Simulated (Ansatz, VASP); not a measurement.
**ZnS in VASP and in Ansatz**

```
Zn S
1.0
     3.84682    0.00000    0.00000
    -1.92341    3.29846    0.00000
     0.00000    0.00000   12.46647
Zn S
4 4
Direct
  0.00000 0.00000 0.00011
  0.00000 0.00000 0.50011
  0.33333 0.66667 0.25007
  0.66667 0.33333 0.75007
  0.00000 0.00000 0.18724
  0.00000 0.00000 0.68724
  0.33333 0.66667 0.43758
  0.66667 0.33333 0.93758
```

Change from the starting cell: strain +0.0100 x Voigt [1, 0, 0, 0, 0, 0], atoms carried along.

Alike in both runs: task single point; functional r2SCAN; k mesh 6 × 6 × 2; occupations gaussian, width 0.05 eV; no spin polarisation.

```csv
,VASP,Ansatz
version,VASP 6.6.1,Ansatz 0.2.0
potentials or method,"VASP PAW PBE potentials, release 64 (Zn, S), cutoff 520 eV","scalar-relativistic, plane waves, PAW"
valence electrons in the cell,72,72
```

```tsv
	VASP	Ansatz	Ansatz less VASP
gap on the k mesh at the Fermi level (eV)	2.69	2.68	-0.009
least direct gap on the mesh (eV)	2.69	2.68	-0.009
pressure (GPa)	-0.7	-0.8	-0.03
traceless stress, the component that is largest in VASP (GPa)	-0.77	-0.77	-0.002
rms of the force components (eV/Å)	0.037	0.033	-0.0034
```

VASP's potentials were made for PBE, not for r2SCAN. Atom by atom the forces differ by 0.009 eV/Å (rms over components). The functional is the same, so the differences come from potentials, cutoffs and numerics.
